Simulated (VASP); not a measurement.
CdO2:

```
Cd O
1.0
     3.47623    0.00000    0.00000
    -1.73812    3.01050    0.00000
     0.00000    0.00000    4.14808
Cd O
1 2
Cartesian
  0.0000 0.0000 0.0000
  1.7381 1.0035 3.1350
  0.0000 2.0070 1.0130
```

| Item | Value |
| --- | --- |
| Program | VASP 6.6.1 |
| Task | relaxation of cell and atoms |
| Functional | r2SCAN |
| Potentials or basis | VASP PAW PBE potentials, release 64 (Cd, O) |
| Cutoff | 600 eV |
| k mesh | 9 × 9 × 6 |
| Occupations | fermi-dirac, width 0.1 eV |
| Spin | no spin polarisation |

At the start: pressure -8.2 GPa; volume 14.47 Å³/atom.

Task: How do energy, volume and symmetry change on relaxing?

Result: Over 19 steps the energy falls by 79.1 meV/atom and the volume is 12.03 Å³/atom (-16.8 %); space group P-3m1 (No. 164, to 0.05 Å).

The path:
```
step  energy change (eV)  largest force (eV/Å)  pressure (GPa)  volume (Å³)
   1              0.0000                0.1610           -8.23        43.41
   2             -0.0911                0.5706            2.78        38.91
   3             -0.1002                0.3877           -0.24        39.86
   4             -0.1255                0.3992           -0.19        39.30
   5             -0.1937                0.3879            0.46        37.59
   6             -0.1948                0.0409            5.31        34.14
   7             -0.2247                0.3168            2.24        35.98
   8             -0.2257                0.2564            2.92        35.47
   9             -0.2159                0.2390           -3.61        36.66
  10             -0.2337                0.0486            0.12        35.94
  11             -0.2360                0.0257            0.09        36.00
  12             -0.2372                0.0164            0.03        36.09
  13             -0.2372                0.0102            0.04        36.07
  14             -0.2372                0.0122            0.02        36.08
  15             -0.2372                0.0141            0.04        36.08
  16             -0.2372                0.0112            0.04        36.08
  17             -0.2373                0.0092           -0.06        36.11
  18             -0.2373                0.0091           -0.07        36.11
  19             -0.2373                0.0001            0.02        36.10
```

Final structure:
```
CELL_PARAMETERS angstrom
3.39728 0.00000 0.00000
-1.69864 2.94213 0.00000
0.00000 0.00000 3.61142
ATOMIC_POSITIONS crystal
Cd 0.00000 0.00000 0.00000
O 0.66667 0.33333 0.71870
O 0.33333 0.66667 0.28130
```

Caveat: the volume moved by over 15 % at a fixed basis, so the end points are rough; the PAW data sets were made with another functional, which shifts forces and pressure a little.
